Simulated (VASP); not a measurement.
# LiF (Griceite) (Fm-3m) in VASP: single point with PBE

Aim: the single point of LiF (Griceite) with PBE.

Program: VASP 6.6.1. These are calculated values, not measurements. Logs are shortened: lines on timing, memory, paths and dates and some standing lists are left out, and cuts for length are marked.

### 1 The cell of the first run

Symmetry: Fm-3m, No. 225, cubic system. Conventional cell: a = 4.028 Å, b = 4.028 Å, c = 4.028 Å, α = 90.00°, β = 90.00°, γ = 90.00°. Li (site symmetry m-3m) has 6 F at 2.01 Å within 2.7 Å. Within 2.7 Å of F (site symmetry m-3m) lie 6 Li at 2.01 Å.

### 2 Single point, PBE

The input, INCAR:

```
SYSTEM = LiF
ALGO = Normal
EDIFF = 1E-6
ENCUT = 750
GGA = PE
GGA_COMPAT = .False.
ISIF = 2
ISMEAR = 0
LASPH = .True.
LCHARG = .False.
LREAL = .False.
LWAVE = .False.
NBANDS = 12
NELM = 120
PREC = Accurate
SIGMA = 0.01
```

The input, KPOINTS:

```
k-points
0
Gamma
  8 8 8
  0 0 0
```

The input, POSCAR:

```
LiF
1.0
    2.8482260000      0.0000000000      0.0000000000
    1.4241130000      2.4666360717      0.0000000000
    1.4241130000      0.8222120239      2.3255667907
Li F
1 1
Direct
    0.0000000000      0.0000000000      0.0000000000
    0.5000000000      0.5000000000      0.5000000000
```

Potentials or basis: VASP PAW PBE potentials, release 64 (Li_sv, F).

On the command line:

```console
cat potpaw_PBE.64/Li_sv/POTCAR potpaw_PBE.64/F/POTCAR > POTCAR
mpirun -np 1 vasp_std > vasp.out
```

OUTCAR:

```text
SYSTEM = LiF
   EDIFF = 1E-6
   ENCUT = 750
   GGA = PE
   ISIF = 2
   ISMEAR = 0
   LASPH = .True.
   LREAL = .False.
   NELM = 120
   PREC = Accurate

 ion  position               nearest neighbor table
   1  0.000  0.000  0.000-   2 2.01   2 2.01   2 2.01   2 2.01   2 2.01   2 2.01
   2  0.500  0.500  0.500-   1 2.01   1 2.01   1 2.01   1 2.01   1 2.01   1 2.01

  LATTYP: Found a face centered cubic cell.
 ALAT       =     4.0279998379

  Lattice vectors:

 A1 = (   2.8482260000,   0.0000000000,   0.0000000000)
 A2 = (   1.4241130000,   2.4666360717,   0.0000000000)
 A3 = (   1.4241130000,   0.8222120239,   2.3255667907)

Analysis of symmetry for initial positions (statically):
=====================================================================
 Subroutine PRICEL returns:
 Original cell was already a primitive cell.

 Routine SETGRP: Setting up the symmetry group for a
 face centered cubic supercell.

 Subroutine GETGRP returns: Found 48 space group operations
 (whereof 48 operations were pure point group operations)
 out of a pool of 48 trial point group operations.

The static configuration has the point symmetry O_h .

Analysis of symmetry for dynamics (positions and initial velocities):
=====================================================================
 Subroutine PRICEL returns:
 Original cell was already a primitive cell.

 Routine SETGRP: Setting up the symmetry group for a
 face centered cubic supercell.

 Subroutine GETGRP returns: Found 48 space group operations
 (whereof 48 operations were pure point group operations)
 out of a pool of 48 trial point group operations.

The dynamic configuration has the point symmetry O_h .

 Subroutine INISYM returns: Found 48 space group operations
 (whereof 48 operations are pure point group operations),
 and found     1 'primitive' translations

----------------------------------------------------------------------------------------

                                     Primitive cell

  volume of cell :      16.3384

  direct lattice vectors                    reciprocal lattice vectors
     2.848226000  0.000000000  0.000000000     0.351095735 -0.202705217 -0.143334233
     1.424113000  2.466636072  0.000000000     0.000000000  0.405410434 -0.143334233
     1.424113000  0.822212024  2.325566791     0.000000000  0.000000000  0.430002700

  length of vectors
     2.848226000  2.848226000  2.848226000     0.430002700  0.430002700  0.430002700

  position of ions in fractional coordinates (direct lattice)
     0.000000000  0.000000000  0.000000000
     0.500000000  0.500000000  0.500000000

  ion indices of the primitive-cell ions
   primitive index   ion index
                 1           1
                 2           2

----------------------------------------------------------------------------------------

 KPOINTS: k-points

Automatic generation of k-mesh.
 Grid dimensions read from file:
 generate k-points for:    8    8    8

 Generating k-lattice:

  Cartesian coordinates                     Fractional coordinates (reciprocal lattice)
     0.043886967 -0.025338152 -0.017916779     0.125000000  0.000000000 -0.000000000
     0.000000000  0.050676304 -0.017916779     0.000000000  0.125000000  0.000000000
     0.000000000  0.000000000  0.053750338     0.000000000  0.000000000  0.125000000

  Length of vectors
     0.053750338  0.053750338  0.053750338

  Shift w.r.t. Gamma in fractional coordinates (k-lattice)
     0.000000000  0.000000000  0.000000000

 Subroutine IBZKPT returns following result:
 ===========================================

 Found     29 irreducible k-points:

 Following reciprocal coordinates:
            Coordinates               Weight
  0.000000  0.000000  0.000000      1.000000
  0.125000 -0.000000  0.000000      8.000000
  0.250000 -0.000000  0.000000      8.000000
  0.375000  0.000000  0.000000      8.000000
  0.500000 -0.000000  0.000000      4.000000
  0.125000  0.125000  0.000000      6.000000
[... 16 lines left out ...]
  0.500000  0.250000  0.125000     48.000000
 -0.375000  0.250000  0.125000     24.000000
 [... further k-points ...]
   k-points           NKPTS =     29   k-points in BZ     NKDIM =     29   number of bands    NBANDS=     12
   number of dos      NEDOS =    301   number of ions     NIONS =      2
   total plane-waves  NPLWV =  21952
   dimension x,y,z NGX =    28 NGY =   28 NGZ =   28
   dimension x,y,z NGXF=    56 NGYF=   56 NGZF=   56
   ions per type =               1   1
   NGX,Y,Z   is equivalent  to a cutoff of  16.34, 16.34, 16.34 a.u.
   NGXF,Y,Z  is equivalent  to a cutoff of  32.69, 32.69, 32.69 a.u.
 SYSTEM =  LiF
   PREC   = accura    normal or accurate (medium, high low for compatibility)
   ISTART =      0    job   : 0-new  1-cont  2-samecut
   ICHARG =      2    charge: 1-file 2-atom 10-const
   ISPIN  =      1    spin polarized calculation?
   LNONCOLLINEAR =      F non collinear calculations
   LSORBIT =      F    spin-orbit coupling
   LASPH  =      T    aspherical Exc in radial PAW
   ENCUT  =  750.0 eV  55.12 Ry    7.42 a.u.   6.36  6.36  6.36*2*pi/ulx,y,z
   NELM   =    120;   NELMIN=  2; NELMDL= -5     # of ELM steps
   EDIFF  = 0.1E-05   stopping-criterion for ELM
   LREAL  =      F    real-space projection
   EDIFFG = 0.1E-04   stopping-criterion for IOM
   NSW    =      0    number of steps for IOM
   IBRION =     -1    ionic relax: 0-MD 1-quasi-New 2-CG
   NFREE  =      0    steps in history (QN), initial steepest desc. (CG)
   ISIF   =      2    stress and relaxation
   ISYM   =      2    0-nonsym 1-usesym 2-fastsym
   POTIM  = 0.5000    time-step for ionic-motion
   TEBEG  =    0.0;   TEEND  =   0.0 temperature during run
   PSTRESS=    0.0 pullay stress
   NELECT =      10.0000    total number of electrons
   NUPDOWN=      -1.0000    fix difference up-down
   EMIN   =  10.00;   EMAX   =-10.00  energy-range for DOS
   EFERMI =   0.00;   METHOD = LEGACY
   ISMEAR =     0;   SIGMA  =   0.01  broadening in eV -4-tet -1-fermi 0-gaus
   EFERMI_NEDOS =   21; number of points for ismear=-14 and -15
   IALGO  =     38    algorithm
   IMIX   =      4    mixing-type and parameters
     AMIX     =   0.40;   BMIX     =  1.00
     AMIX_MAG =   1.60;   BMIX_MAG =  1.00
  volume/ion in A,a.u.               =       8.17        55.13
  Fermi-wavevector in a.u.,A,eV,Ry     =   1.389970  2.626662 26.286676  1.932016
  Thomas-Fermi vector in A             =   2.513950
   LORBIT       =      0    0 simple, 1 ext, 2 COOP (PROOUT), +10 PAW based schemes
   GGA     = PE    functional components
   LHFCALC =     F    Hartree Fock is set to
   AEXX    =    0.0000 exact exchange contribution
   IVDW    =     0    specifies the selected vdW correction
   LEPSILON=     F    determine dielectric tensor
   LRPA    =     F    only Hartree local field effects (RPA)
 non-spin polarized calculation
 Gauss-broadening in eV      SIGMA  =   0.01
  energy-cutoff  :      750.00
  volume of cell :       16.34
 maximum number of plane-waves:       778
 NGX is ok and might be reduce to    28
   NGX = 13   NGY = 13   NGZ = 13

 number of electron      10.0000002 magnetization

 Free energy of the ion-electron system (eV)
  ---------------------------------------------------
  ext. energy  EPLUGINS =         0.00000000
  ---------------------------------------------------
  free energy    TOTEN  =        -9.64261879 eV

  energy without entropy =       -9.64261879  energy(sigma->0) =       -9.64261879

 E-fermi :  -0.8448     XC(G=0):  -9.9845

 val. band max:       -1.0289446537   @ k =   0.0000   0.0000   0.0000
 cond. band min:       8.0487842455   @ k =   0.0000   0.0000   0.0000
 fundamental gap:      9.0777288992
 Fermi energy:        -0.8448133793

 k-point     1 :       0.0000    0.0000    0.0000
  band No.  band energies     occupation
      1     -41.9346      2.00000
      2     -21.0008      2.00000
      3      -1.0289      2.00000
      4      -1.0289      2.00000
      5      -1.0289      2.00000
      6       8.0488      0.00000
      7      22.9434      0.00000
      8      22.9434      0.00000
      9      22.9434      0.00000
     10      23.3014      0.00000
     11      23.3014      0.00000
     12      23.3014      0.00000

 k-point     2 :       0.1250   -0.0000    0.0000
  band No.  band energies     occupation
      1     -41.9261      2.00000
      2     -20.9411      2.00000
      3      -1.4650      2.00000
      4      -1.0641      2.00000
      5      -1.0641      2.00000
      6       8.4874      0.00000
      7      19.5617      0.00000
      8      21.3093      0.00000
      9      21.3093      0.00000
     10      24.6001      0.00000
     11      24.6549      0.00000
     12      24.6549      0.00000

 k-point     3 :       0.2500   -0.0000    0.0000
  band No.  band energies     occupation
      1     -41.9055      2.00000
      2     -20.7912      2.00000
      3      -2.3997      2.00000
      4      -1.1465      2.00000
      5      -1.1465      2.00000
      6       9.3102      0.00000
      7      16.9123      0.00000
      8      19.5280      0.00000
      9      19.5280      0.00000
     10      25.9885      0.00000
     11      26.5028      0.00000
     12      26.5028      0.00000

 k-point     4 :       0.3750    0.0000    0.0000
  band No.  band energies     occupation
      1     -41.8848      2.00000
      2     -20.6333      2.00000
      3      -3.2273      2.00000
      4      -1.2253      2.00000
      5      -1.2253      2.00000
      6       9.7237      0.00000
      7      15.8384      0.00000
      8      18.3029      0.00000
      9      18.3029      0.00000
     10      27.8839      0.00000
     11      28.7205      0.00000
     12      28.7205      0.00000

 k-point     5 :       0.5000   -0.0000    0.0000
  band No.  band energies     occupation
      1     -41.8763      2.00000
      2     -20.5653      2.00000
      3      -3.5491      2.00000
      4      -1.2571      2.00000
      5      -1.2571      2.00000
      6       9.7484      0.00000
      7      15.6979      0.00000
      8      17.8737      0.00000
      9      17.8737      0.00000
     10      29.3162      0.00000
     11      29.9954      0.00000
     12      29.9954      0.00000
[... 228 lines left out ...]
      1     -41.8612      2.00000
      2     -20.3004      2.00000
      3      -4.0326      2.00000
      4      -2.0262      2.00000
      5      -2.0262      2.00000
      6      13.7812      0.00000
      7      15.4497      0.00000
      8      16.4051      0.00000
      9      19.2098      0.00000
     10      19.2098      0.00000
     11      32.2254      0.00000
     12      37.1984      0.00000

 k-point    22 :       0.3750    0.2500    0.1250
  band No.  band energies     occupation
      1     -41.8909      2.00000
      2     -20.6550      2.00000
      3      -2.6591      2.00000
      4      -1.7862      2.00000
      5      -1.3193      2.00000
      6      10.4582      0.00000
      7      16.0365      0.00000
      8      18.6039      0.00000
      9      19.1157      0.00000
     10      22.6975      0.00000
     11      30.1135      0.00000
     12      30.1589      0.00000

 k-point    23 :       0.5000    0.2500    0.1250
  band No.  band energies     occupation
      1     -41.8749      2.00000
      2     -20.5102      2.00000
      3      -3.1492      2.00000
      4      -2.1402      2.00000
      5      -1.4415      2.00000
      6      11.2647      0.00000
      7      14.9369      0.00000
      8      18.0445      0.00000
      9      18.4621      0.00000
     10      24.6937      0.00000
     11      29.2848      0.00000
     12      32.0022      0.00000

 k-point    24 :      -0.3750    0.2500    0.1250
  band No.  band energies     occupation
      1     -41.8683      2.00000
      2     -20.4482      2.00000
      3      -3.3580      2.00000
      4      -2.2550      2.00000
      5      -1.5098      2.00000
      6      11.4888      0.00000
      7      14.7109      0.00000
      8      17.9337      0.00000
      9      18.1232      0.00000
     10      26.5849      0.00000
     11      27.6861      0.00000
     12      33.2100      0.00000

 [... further k-points ...]
[... 5 lines left out ...]
  --------------------------------------------------------------------------------------
  -------------------------------------------------------------------------------------
  Total        0.1410517      0.1410517      0.1410517      0.0000000      0.0000000      0.0000000
  in kB       13.8318560     13.8318560     13.8318560      0.0000000      0.0000000      0.0000000
  external PRESSURE =      13.8318560 kB  Pullay stress =       0.0000000 kB

 VOLUME and BASIS-vectors are now :
 -----------------------------------------------------------------------------
  energy-cutoff  :      750.00
  volume of cell :       16.34
      direct lattice vectors                 reciprocal lattice vectors
     2.848226000  0.000000000  0.000000000     0.351095735 -0.202705217 -0.143334233
     1.424113000  2.466636072  0.000000000     0.000000000  0.405410434 -0.143334233
     1.424113000  0.822212024  2.325566791     0.000000000  0.000000000  0.430002700

 POSITION                                       TOTAL-FORCE (eV/Angst)
 -----------------------------------------------------------------------------------
      0.00000      0.00000      0.00000         0.000000     -0.000000      0.000000
      2.84823      1.64442      1.16278        -0.000000      0.000000      0.000000
 -----------------------------------------------------------------------------------
    total drift:                                0.000000      0.000000      0.000000

  FREE ENERGIE OF THE ION-ELECTRON SYSTEM (eV)
  ---------------------------------------------------
  free  energy   TOTEN  =        -9.6426187861 eV

  energy  without entropy=       -9.6426187861  energy(sigma->0) =       -9.64261879
```

Wall time 20 s (1 thread of AMD EPYC 7R13, shared host); peak memory 0.12 GiB.

What came out:

```yaml
Free_energy: -9.6426 eV
Pressure: 1.4 GPa
Band_gap_on_the_k_mesh: 9.08 eV, direct
```
